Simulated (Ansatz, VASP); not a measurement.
NaF in VASP and in Ansatz

```xyz
6
Lattice="0.0000 2.3144 -2.3144 4.6288 0.0000 0.0000 -2.3144 -4.6288 -2.3144" Properties=species:S:1:pos:R:3 pbc="T T T"
Na    0.0000    0.0000    0.0000
Na    0.0000   -2.3144   -2.3144
Na    2.3144    0.0000   -2.3144
F     2.3144    0.0000    0.0000
F     2.3144   -2.3144   -2.3144
F     0.0000    0.0000   -2.3144
```

Alike in both runs: functional PBEsol; k mesh 8 × 8 × 8; occupations gaussian, width 0.02 eV; no spin polarisation.

Ansatz relaxed the structure, and its values are those at the end. VASP's run is a single point on that final structure, the one shown.

|  | VASP | Ansatz |
| --- | --- | --- |
| version | VASP 6.6.1 | Ansatz 0.2.0 |
| potentials or method | VASP PAW PBE potentials, release 64 (Na_pv, F), cutoff 520 eV | scalar-relativistic, plane waves, PAW |
| valence electrons in the cell | 42 | 48 |

```csv
,VASP,Ansatz,Ansatz less VASP
gap on the k mesh at the Fermi level (eV),6.18,6.20,+0.021
least direct gap on the mesh (eV),6.18,6.20,+0.021
pressure (GPa),0.0,0.0,+0.03
```

VASP's potentials were made for PBE, not for PBEsol. With one functional, cell and mesh, what is left measures potentials, basis and numerics. VASP's potentials hold 42 valence electrons a cell and Ansatz's 48, so a difference there can come from the potentials and not from the codes.
